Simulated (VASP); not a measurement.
## Al2B2As: relaxation of cell and atoms with PBE

Al2B2As:

```xyz
5
Lattice="3.3386 0.0000 0.0000 0.0000 3.3386 0.0000 0.0000 0.0000 6.7304" Properties=species:S:1:pos:R:3 pbc="T T T"
Al    0.0000    0.0000    0.0000
Al    1.6693    1.6693    3.3652
B     1.6693    1.6693    5.2069
B     1.6693    1.6693    1.5235
As    0.0000    0.0000    3.3652
```

```json
{
  "Program": "VASP 6.6.1",
  "Task": "relaxation of cell and atoms",
  "Functional": "PBE",
  "Potentials or basis": "VASP PAW PBE potentials, release 64 (Al, B, As)",
  "Cutoff": "600 eV",
  "k mesh": "6 × 6 × 4",
  "Occupations": "gaussian, width 0.1 eV",
  "Spin": "no spin polarisation",
  "Dipole correction": "no",
  "Further INCAR settings": "ALGO = Normal; EDIFF = 1e-06; IBRION = 2; EDIFFG = -0.04; NSW = 90; ISIF = 3"
}
```

The relaxed volume is 14.62 Å³/atom and the relaxed cell is a = 3.558 Å, b = 3.558 Å, c = 5.775 Å, α = 90.00°, β = 90.00°, γ = 90.00°. The space group after relaxing (to 0.05 Å) is P4/mmm (No. 123). The energy gained by relaxing is 1076.9 meV/atom and the ionic steps are 18. The pressure after relaxing is -0.1 GPa. The largest force after relaxing is 0.020 eV/Å.

Forces on the atoms (eV/Å):
```
Al   0.000  0.000  0.000
Al   0.000  0.000  0.000
B    0.000  0.000  0.020
B    0.000  0.000 -0.020
As   0.000  0.000  0.000
```

Stress tensor (GPa, compression positive):
```
-0.09  0.00  0.00
 0.00 -0.09  0.00
 0.00  0.00 -0.17
```

The path:
```csv
step,energy change (eV),largest force (eV/Å),pressure (GPa),volume (Å³)
1,0.0000,5.8425,12.48,75.02
2,-1.4796,1.2315,-7.57,88.29
3,-1.5121,1.4728,-5.54,85.45
4,-2.3963,2.1650,-5.41,80.83
5,-5.1360,2.5961,9.82,67.00
6,-4.1600,3.5739,-2.81,73.48
7,-5.0902,2.2820,2.23,69.62
8,-5.2322,0.9663,4.93,68.42
9,-5.2474,0.0614,6.42,67.87
10,-4.4938,9.9009,6.20,73.22
11,-5.2889,1.1722,5.68,68.96
12,-5.2887,1.2076,-5.15,77.33
13,-5.3790,0.1740,-0.38,72.93
14,-5.3790,0.1515,-0.27,72.84
15,-5.3814,0.3773,-0.24,73.43
16,-5.3834,0.1533,-0.29,73.19
17,-5.3840,0.1235,-0.01,73.04
18,-5.3843,0.0201,-0.12,73.10
```

Final structure:
```
CELL_PARAMETERS angstrom
3.55783 0.00000 0.00000
0.00000 3.55783 0.00000
0.00000 0.00000 5.77468
ATOMIC_POSITIONS crystal
Al 0.00000 0.00000 0.00000
Al 0.50000 0.50000 0.50000
B 0.50000 0.50000 0.86671
B 0.50000 0.50000 0.13329
As 0.00000 0.00000 0.50000
```

Levels at points of the mesh, in eV from the Fermi level:
```tsv
k point	band 4	band 5	band 6	band 7	band 8	band 9	band 10	band 11	band 12
(0.00, 0.00, 0.00)	-2.15	-2.15	-2.09	-0.31	0.32	0.32	0.76	3.25	3.75
(0.50, 0.00, 0.00)	-5.39	-4.44	-3.64	-0.30	-0.01	0.59	2.99	3.87	4.64
(0.50, 0.50, 0.00)	-5.62	-3.93	-3.37	-2.69	-2.69	-2.01	-1.65	0.65	0.65
(0.00, 0.00, 0.50)	-3.88	-1.42	-1.42	-1.09	-1.09	0.05	0.90	2.67	3.77
(0.50, 0.00, 0.50)	-6.65	-2.27	-0.91	-0.16	-0.12	0.07	0.72	2.95	3.84
(0.50, 0.50, 0.50)	-5.02	-5.02	-4.13	-4.13	-3.73	-1.62	2.41	3.23	3.28
```

Wall time 5.8 min on 1 thread of Intel Xeon 6975P-C, with other jobs on the host, peak memory 0.24 GiB.
